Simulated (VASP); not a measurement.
Runs of VASP 6.6.1 on HfH6. The structure is that of space group Pm-3m (No. 221), or close to it. The cells are those of the table. 

| task | cell | k mesh | cutoff (eV) | gap on the mesh (eV) | pressure (GPa) | largest force (eV/Å) |
| --- | --- | --- | --- | --- | --- | --- |
| single point | a = 3.334 Å, 7 atoms | 12 × 12 × 12 | 520 | none | -1.0 | 0.01 |
| relaxation of cell and atoms | relaxed from a = 3.344 Å, 7 atoms | 6 × 6 × 6 | 600 | none | -0.7 | - |
| single point | a = 3.334 Å, 7 atoms | 6 × 6 × 6 | 520 | none | -1.0 | - |
| single point | a = 3.344 Å, 7 atoms | 4 × 4 × 4 | 520 | none | (a) | 0.01 |
| single point | a = 3.947 Å, 7 atoms | 4 × 4 × 4 | 520 | none | -24.5 | 0.17 |
| relaxation of cell and atoms | relaxed from a = 3.947 Å, 7 atoms | 4 × 4 × 4 | 600 | none | 0.0 | 0.01 |

Alike in all rows: level PBE; potentials or basis VASP PAW PBE potentials, release 64 (Hf_pv, H); no spin polarisation; smearing gaussian 0.1 eV.

Q: Fill in the values left out.

A: (a) -1.2.

Caveats: some runs use coarse meshes; spin-orbit coupling is left out, which moves the levels of the heavy elements.

A k mesh can miss the band edges, and the runs leave out spin-orbit coupling on Hf.

A gap of «none» marks levels without a gap at the run's occupations.
